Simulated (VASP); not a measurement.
# AgCl (P6_3mc) in VASP: notebook

AgCl is run at these levels: PBE; tasks: single point, relaxation of cell and atoms.

Everything below comes from runs of VASP 6.6.1. Logs are shortened: lines on timing, memory, paths and dates and some standing lists are left out, and cuts for length are marked.

## Step 1: The cell of the first run

It takes space group P6_3mc (No. 186, hexagonal). Conventional cell: a = 4.303 Å, b = 4.303 Å, c = 6.939 Å, α = 90.00°, β = 90.00°, γ = 120.00°. Within 3.5 Å of Ag (site symmetry 3m) lie 4 Cl at 2.62 to 2.64 Å. Within 3.5 Å of Cl (site symmetry 3m) lie 4 Ag at 2.62 to 2.64 Å.

## Step 2: Single point, PBE

INCAR

```
SYSTEM = AgCl
ALGO = Normal
EDIFF = 1E-6
ENCUT = 520
GGA = PE
ISIF = 2
ISMEAR = -1
LASPH = .True.
LCHARG = .True.
LELF = .True.
LREAL = .False.
LVHAR = .True.
LWAVE = .False.
NBANDS = 26
NELM = 100
PREC = Accurate
SIGMA = 0.02
```

KPOINTS

```
k-points
0
Gamma
  12 12 4
  0 0 0
```

POSCAR

```
AgCl
1.0
    4.3029285806      0.0000000000      0.0000000000
   -2.1514642903      3.7264454615      0.0000000000
    0.0000000000      0.0000000000      6.9385186277
Ag Cl
2 2
Direct
    0.3333333333      0.6666666667     -0.0023845184
    0.6666666667      0.3333333333      0.4976154816
    0.3333333333      0.6666666667      0.3773845184
    0.6666666667      0.3333333333      0.8773845184
```

Potentials or basis: VASP PAW PBE potentials, release 64 (Ag, Cl).

On the command line:

```sh
> cat potpaw_PBE.64/Ag/POTCAR potpaw_PBE.64/Cl/POTCAR > POTCAR
> mpirun -np 1 vasp_std > vasp.out
```

OUTCAR:

```text
SYSTEM = AgCl
   EDIFF = 1E-6
   ENCUT = 520
   GGA = PE
   ISIF = 2
   ISMEAR = -1
   LASPH = .True.
   LREAL = .False.
   NELM = 100
   PREC = Accurate

 ion  position               nearest neighbor table
   1  0.333  0.667  0.998-   4 2.62   4 2.62   4 2.62   3 2.64
   2  0.667  0.333  0.498-   3 2.62   3 2.62   3 2.62   4 2.64
   3  0.333  0.667  0.377-   2 2.62   2 2.62   2 2.62   1 2.64
   4  0.667  0.333  0.877-   1 2.62   1 2.62   1 2.62   2 2.64

  LATTYP: Found a hexagonal cell.
 ALAT       =     4.3029285806
 C/A-ratio  =     1.6125107581

  Lattice vectors:

 A1 = (   4.3029285806,   0.0000000000,   0.0000000000)
 A2 = (  -2.1514642903,   3.7264454615,   0.0000000000)
 A3 = (   0.0000000000,   0.0000000000,   6.9385186277)

Analysis of symmetry for initial positions (statically):
=====================================================================
 Subroutine PRICEL returns:
 Original cell was already a primitive cell.

 Routine SETGRP: Setting up the symmetry group for a
 hexagonal supercell.

 Subroutine GETGRP returns: Found 12 space group operations
 (whereof  6 operations were pure point group operations)
 out of a pool of 24 trial point group operations.

The static configuration has the point symmetry C_3v.
 The point group associated with its full space group is C_6v.

Analysis of symmetry for dynamics (positions and initial velocities):
=====================================================================
 Subroutine PRICEL returns:
 Original cell was already a primitive cell.

 Routine SETGRP: Setting up the symmetry group for a
 hexagonal supercell.

 Subroutine GETGRP returns: Found 12 space group operations
 (whereof  6 operations were pure point group operations)
 out of a pool of 24 trial point group operations.

The dynamic configuration has the point symmetry C_3v.
 The point group associated with its full space group is C_6v.

 Subroutine INISYM returns: Found 12 space group operations
 (whereof  6 operations are pure point group operations),
 and found     1 'primitive' translations

----------------------------------------------------------------------------------------

                                     Primitive cell

  volume of cell :     111.2566

  direct lattice vectors                    reciprocal lattice vectors
     4.302928581  0.000000000  0.000000000     0.232399860  0.134176122  0.000000000
    -2.151464290  3.726445462  0.000000000     0.000000000  0.268352244  0.000000000
     0.000000000  0.000000000  6.938518628     0.000000000  0.000000000  0.144122983

  length of vectors
     4.302928581  4.302928581  6.938518628     0.268352244  0.268352244  0.144122983

  position of ions in fractional coordinates (direct lattice)
     0.333333333  0.666666667  0.997615482
     0.666666667  0.333333333  0.497615482
     0.333333333  0.666666667  0.377384518
     0.666666667  0.333333333  0.877384518

  ion indices of the primitive-cell ions
   primitive index   ion index
                 1           1
                 2           2
                 3           3
                 4           4

----------------------------------------------------------------------------------------

 KPOINTS: k-points

Automatic generation of k-mesh.
 Grid dimensions read from file:
 generate k-points for:   12   12    4

 Generating k-lattice:

  Cartesian coordinates                     Fractional coordinates (reciprocal lattice)
     0.019366655  0.011181343  0.000000000     0.083333333  0.000000000  0.000000000
     0.000000000  0.022362687  0.000000000     0.000000000  0.083333333  0.000000000
     0.000000000  0.000000000  0.036030746     0.000000000  0.000000000  0.250000000

  Length of vectors
     0.022362687  0.022362687  0.036030746

  Shift w.r.t. Gamma in fractional coordinates (k-lattice)
     0.000000000  0.000000000  0.000000000

 Subroutine IBZKPT returns following result:
 ===========================================

 Found     57 irreducible k-points:

 Following reciprocal coordinates:
            Coordinates               Weight
  0.000000  0.000000  0.000000      1.000000
  0.083333 -0.000000  0.000000      6.000000
  0.166667 -0.000000  0.000000      6.000000
  0.250000  0.000000  0.000000      6.000000
  0.333333  0.000000  0.000000      6.000000
  0.416667 -0.000000  0.000000      6.000000
[... 16 lines left out ...]
  0.250000  0.000000  0.250000     12.000000
  0.333333  0.000000  0.250000     12.000000
 [... further k-points ...]
   k-points           NKPTS =     57   k-points in BZ     NKDIM =     57   number of bands    NBANDS=     26
   number of dos      NEDOS =    301   number of ions     NIONS =      4
   total plane-waves  NPLWV =  55296
   dimension x,y,z NGX =    32 NGY =   32 NGZ =   54
   dimension x,y,z NGXF=    64 NGYF=   64 NGZF=  108
   ions per type =               2   2
   NGX,Y,Z   is equivalent  to a cutoff of  12.36, 12.36, 12.94 a.u.
   NGXF,Y,Z  is equivalent  to a cutoff of  24.73, 24.73, 25.88 a.u.
 SYSTEM =  AgCl
   PREC   = accura    normal or accurate (medium, high low for compatibility)
   ISTART =      0    job   : 0-new  1-cont  2-samecut
   ICHARG =      2    charge: 1-file 2-atom 10-const
   ISPIN  =      1    spin polarized calculation?
   LNONCOLLINEAR =      F non collinear calculations
   LSORBIT =      F    spin-orbit coupling
   LASPH  =      T    aspherical Exc in radial PAW
   ENCUT  =  520.0 eV  38.22 Ry    6.18 a.u.   8.00  8.00 12.90*2*pi/ulx,y,z
   NELM   =    100;   NELMIN=  2; NELMDL= -5     # of ELM steps
   EDIFF  = 0.1E-05   stopping-criterion for ELM
   LREAL  =      F    real-space projection
   EDIFFG = 0.1E-04   stopping-criterion for IOM
   NSW    =      0    number of steps for IOM
   IBRION =     -1    ionic relax: 0-MD 1-quasi-New 2-CG
   NFREE  =      0    steps in history (QN), initial steepest desc. (CG)
   ISIF   =      2    stress and relaxation
   ISYM   =      2    0-nonsym 1-usesym 2-fastsym
   POTIM  = 0.5000    time-step for ionic-motion
   TEBEG  =    0.0;   TEEND  =   0.0 temperature during run
   PSTRESS=    0.0 pullay stress
   NELECT =      36.0000    total number of electrons
   NUPDOWN=      -1.0000    fix difference up-down
   EMIN   =  10.00;   EMAX   =-10.00  energy-range for DOS
   EFERMI =   0.00;   METHOD = LEGACY
   ISMEAR =    -1;   SIGMA  =   0.02  broadening in eV -4-tet -1-fermi 0-gaus
   EFERMI_NEDOS =   21; number of points for ismear=-14 and -15
   IALGO  =     38    algorithm
   IMIX   =      4    mixing-type and parameters
     AMIX     =   0.40;   BMIX     =  1.00
     AMIX_MAG =   1.60;   BMIX_MAG =  1.00
  volume/ion in A,a.u.               =      27.81       187.70
  Fermi-wavevector in a.u.,A,eV,Ry     =   1.123916  2.123893 17.186699  1.263187
  Thomas-Fermi vector in A             =   2.260585
   LORBIT       =      0    0 simple, 1 ext, 2 COOP (PROOUT), +10 PAW based schemes
   GGA     = PE    functional components
   LHFCALC =     F    Hartree Fock is set to
   AEXX    =    0.0000 exact exchange contribution
   IVDW    =     0    specifies the selected vdW correction
   LEPSILON=     F    determine dielectric tensor
   LRPA    =     F    only Hartree local field effects (RPA)
 non-spin polarized calculation
  energy-cutoff  :      520.00
  volume of cell :      111.26
 maximum number of plane-waves:      3020
   NGX = 17   NGY = 17   NGZ = 25

 number of electron      35.9999998 magnetization

 Free energy of the ion-electron system (eV)
  ---------------------------------------------------
  ext. energy  EPLUGINS =         0.00000000
  ---------------------------------------------------
  free energy    TOTEN  =       -10.91252561 eV

  energy without entropy =      -10.91252561  energy(sigma->0) =      -10.91252561

 E-fermi :   1.8503     XC(G=0):  -8.3650

 val. band max:        1.4195853214   @ k =   0.0000   0.0000   0.0000
 cond. band min:       2.7242576144   @ k =   0.0000   0.0000   0.0000
 fundamental gap:      1.3046722930
 Fermi energy:         1.8503109881

 k-point     1 :       0.0000    0.0000    0.0000
  band No.  band energies     occupation
      1     -13.2709      2.00000
      2     -13.1032      2.00000
      3      -2.5165      2.00000
      4      -2.4789      2.00000
      5      -2.4789      2.00000
      6      -2.4130      2.00000
[... 18 lines left out ...]
     25      10.2018      0.00000
     26      10.2018      0.00000

 k-point     2 :       0.0833   -0.0000    0.0000
  band No.  band energies     occupation
      1     -13.2614      2.00000
      2     -13.0988      2.00000
      3      -2.5067      2.00000
      4      -2.4855      2.00000
      5      -2.4651      2.00000
      6      -2.4007      2.00000
[... 18 lines left out ...]
     25      10.0061      0.00000
     26      10.2855      0.00000

 k-point     3 :       0.1667   -0.0000    0.0000
  band No.  band energies     occupation
      1     -13.2351      2.00000
      2     -13.0873      2.00000
      3      -2.5561      2.00000
      4      -2.4275      2.00000
      5      -2.4184      2.00000
      6      -2.3993      2.00000
[... 18 lines left out ...]
     25      10.1743      0.00000
     26      10.5059      0.00000

 k-point     4 :       0.2500    0.0000    0.0000
  band No.  band energies     occupation
      1     -13.1976      2.00000
      2     -13.0729      2.00000
      3      -2.6106      2.00000
      4      -2.4360      2.00000
      5      -2.3768      2.00000
      6      -2.3265      2.00000
[... 18 lines left out ...]
     25      10.3860      0.00000
     26      10.8212      0.00000
[... 496 lines left out ...]
      1     -13.2134      2.00000
      2     -13.1088      2.00000
      3      -2.5903      2.00000
      4      -2.5452      2.00000
      5      -2.4100      2.00000
      6      -2.3681      2.00000
[... 18 lines left out ...]
     25       9.7428      0.00000
     26      10.2815      0.00000

 k-point    23 :       0.2500    0.0000    0.2500
  band No.  band energies     occupation
      1     -13.1791      2.00000
      2     -13.0908      2.00000
      3      -2.6471      2.00000
      4      -2.5648      2.00000
      5      -2.3562      2.00000
      6      -2.3035      2.00000
[... 18 lines left out ...]
     25       9.9557      0.00000
     26      10.5924      0.00000

 k-point    24 :       0.3333    0.0000    0.2500
  band No.  band energies     occupation
      1     -13.1426      2.00000
      2     -13.0746      2.00000
      3      -2.6833      2.00000
      4      -2.5966      2.00000
      5      -2.3028      2.00000
      6      -2.2328      2.00000
[... 18 lines left out ...]
     25      10.0718      0.00000
     26      10.9602      0.00000

 [... further k-points ...]
[... 5 lines left out ...]
  --------------------------------------------------------------------------------------
  -------------------------------------------------------------------------------------
  Total       -0.0695776     -0.0695776     -0.0723954      0.0000000      0.0000000      0.0000000
  in kB       -1.0019693     -1.0019693     -1.0425474      0.0000000      0.0000000      0.0000000
  external PRESSURE =      -1.0154953 kB  Pullay stress =       0.0000000 kB

 VOLUME and BASIS-vectors are now :
 -----------------------------------------------------------------------------
  energy-cutoff  :      520.00
  volume of cell :      111.26
      direct lattice vectors                 reciprocal lattice vectors
     4.302928581  0.000000000  0.000000000     0.232399860  0.134176122  0.000000000
    -2.151464290  3.726445462  0.000000000     0.000000000  0.268352244  0.000000000
     0.000000000  0.000000000  6.938518628     0.000000000  0.000000000  0.144122983

 POSITION                                       TOTAL-FORCE (eV/Angst)
 -----------------------------------------------------------------------------------
     -0.00000      2.48430      6.92197         0.000000     -0.000000     -0.000598
      2.15146      1.24215      3.45271        -0.000000      0.000000     -0.000598
     -0.00000      2.48430      2.61849        -0.000000     -0.000000      0.000598
      2.15146      1.24215      6.08775         0.000000     -0.000000      0.000598
 -----------------------------------------------------------------------------------
    total drift:                               -0.000000      0.000000     -0.000868

  FREE ENERGIE OF THE ION-ELECTRON SYSTEM (eV)
  ---------------------------------------------------
  free  energy   TOTEN  =       -10.9125256115 eV

  energy  without entropy=      -10.9125256115  energy(sigma->0) =      -10.91252561
```

Run time: 48 s. Hardware: 1 thread of Intel Xeon 6975P-C (Granite Rapids), shared host; peak memory 0.3 GiB.

Results:

```
Free energy            : -10.9125 eV
Pressure               : -0.1 GPa
Band gap on the k mesh : 1.30 eV, direct
```

A k mesh can miss the band edges.

## Step 3: Relaxation of cell and atoms, PBE

This run uses another cell than the first one, of 20.22 Å³/atom, 0.727 times its volume.

INCAR

```
PREC = Accurate
ENCUT = 600
EDIFF = 1E-6
ISMEAR = -1
SIGMA = 0.02
LREAL = False
LASPH = True
NELM = 100
ALGO = Normal
ISIF = 3
LWAVE = False
LCHARG = False
GGA = PE
IBRION = 2
NSW = 80
EDIFFG = -0.005
```

KPOINTS

```
Automatic mesh
0
Gamma
  12 12 4
```

POSCAR

```
AgCl
1.0
    3.8527207668      0.0000000000      0.0000000000
   -1.9263603834      3.3365540577      0.0000000000
    0.0000000000      0.0000000000      6.2914930121
Ag Cl
2 2
Direct
    0.3333333333      0.6666666667      0.0000000000
    0.6666666667      0.3333333333      0.5000000000
    0.3333333333      0.6666666667      0.3750000000
    0.6666666667      0.3333333333      0.8750000000
```

Potentials or basis: VASP PAW PBE potentials, release 64 (Ag, Cl).

On the command line:

```sh
> cat potpaw_PBE.64/Ag/POTCAR potpaw_PBE.64/Cl/POTCAR > POTCAR
> mpirun -np 1 vasp_std > vasp.out
```

It took 6 min on 1 thread of Intel Xeon 6975P-C (Granite Rapids), shared host; peak memory 0.29 GiB.

It converged, with:

```
Free energy                            : -10.9010 eV
Relaxed volume                         : 27.73 Å³/atom
Relaxed cell                           : a = 4.300 Å, b = 4.300 Å, c = 6.928 Å, α = 90.00°, β = 90.00°, γ = 120.00°
Space group after relaxing (to 0.05 Å) : P6_3mc (No. 186)
Energy gained by relaxing              : 363.7 meV/atom
Ionic steps                            : 21
Pressure after relaxing                : 0.0 GPa
Band gap on the k mesh                 : 1.30 eV, direct
```

The path:
```tsv
step	energy change (eV)	largest force (eV/Å)	pressure (GPa)	volume (Å³)
1	0.0000	0.0215	21.40	80.88
2	-1.4280	0.0074	-1.37	116.79
3	-1.4532	0.0061	0.33	109.77
4	-1.4544	0.0064	-0.04	111.03
5	-1.4544	0.0075	0.01	110.92
6	-1.4544	0.0081	0.00	110.87
7	-1.4544	0.0092	0.01	110.78
8	-1.4544	0.0112	0.09	110.59
9	-1.4544	0.0099	0.06	110.72
10	-1.4544	0.0096	0.04	110.75
11	-1.4544	0.0097	0.05	110.76
12	-1.4544	0.0097	0.04	110.77
13	-1.4545	0.0084	0.01	110.91
14	-1.4545	0.0075	-0.03	111.04
15	-1.4545	0.0074	-0.03	111.05
16	-1.4546	0.0065	-0.04	111.08
17	-1.4547	0.0050	-0.06	111.14
18	-1.4547	0.0025	-0.10	111.26
19	-1.4548	0.0040	-0.08	111.20
20	-1.4548	0.0026	-0.03	111.04
21	-1.4549	0.0018	0.00	110.93
```

Final structure:
```
Ag Cl
1.0
     4.29987    0.00000    0.00000
    -2.14993    3.72379    0.00000
     0.00000    0.00000    6.92775
Ag Cl
2 2
Cartesian
  0.0000 2.4825 6.9108
  2.1499 1.2413 3.4469
  0.0000 2.4825 2.6149
  2.1499 1.2413 6.0787
```

Levels at points of the mesh, in eV from the valence-band top:
```
           k point  band 14  band 15  band 16  band 17  band 18  band 19  band 20  band 21  band 22
(0.00, 0.00, 0.00)    -0.52    -0.52    -0.12     0.00     0.00     1.30     3.57     6.76     8.02
(0.50, 0.00, 0.00)    -1.78    -1.45    -1.32    -0.63    -0.58     3.94     5.12     5.92     6.09
(0.00, 0.00, 0.50)    -1.04    -0.27    -0.27    -0.27    -0.27     2.73     2.73     6.85     6.85
(0.50, 0.00, 0.50)    -1.83    -0.92    -0.92    -0.88    -0.88     4.34     4.34     6.08     6.08
```

Caveat: the volume moved by over 15 % at a fixed basis, so the end points are rough.
